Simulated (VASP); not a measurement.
The system is SnSe.

```
Sn Se
1.0
     0.00000    3.01000    3.01000
     3.01000    0.00000    3.01000
     3.01000    3.01000    0.00000
Sn Se
1 1
Direct
  0.00000 0.00000 0.00000
  0.50000 0.50000 0.50000
```

```yaml
Program: VASP 6.6.1
Task: relaxation of cell and atoms
Functional: PBEsol
Potentials_or_basis: VASP PAW PBE potentials, release 64 (Sn_d, Se)
Cutoff: 600 eV
k_mesh: 8 × 8 × 8
Occupations: fermi-dirac, width 0.05 eV
Spin: no spin polarisation
```

At the start: pressure -1.9 GPa; volume 27.27 Å³/atom.

How do energy, volume and symmetry change on relaxing?

Over 3 steps the energy falls by 5.9 meV/atom and the volume is 26.30 Å³/atom (-3.6 %); space group Fm-3m (No. 225, to 0.05 Å).

Step by step:
| step | energy change (eV) | largest force (eV/Å) | pressure (GPa) | volume (Å³) |
| --- | --- | --- | --- | --- |
| 1 | 0.0000 | 0.0000 | -1.90 | 54.54 |
| 2 | -0.0108 | 0.0000 | 0.62 | 52.03 |
| 3 | -0.0119 | 0.0000 | 0.01 | 52.60 |

Final structure:
```
Sn Se
1.0
     0.00000    2.97375    2.97375
     2.97375    0.00000    2.97375
     2.97375    2.97375    0.00000
Sn Se
1 1
Direct
  0.00000 0.00000 0.00000
  0.50000 0.50000 0.50000
```

Caveat: the PAW data sets were made with another functional, which shifts forces and pressure a little.
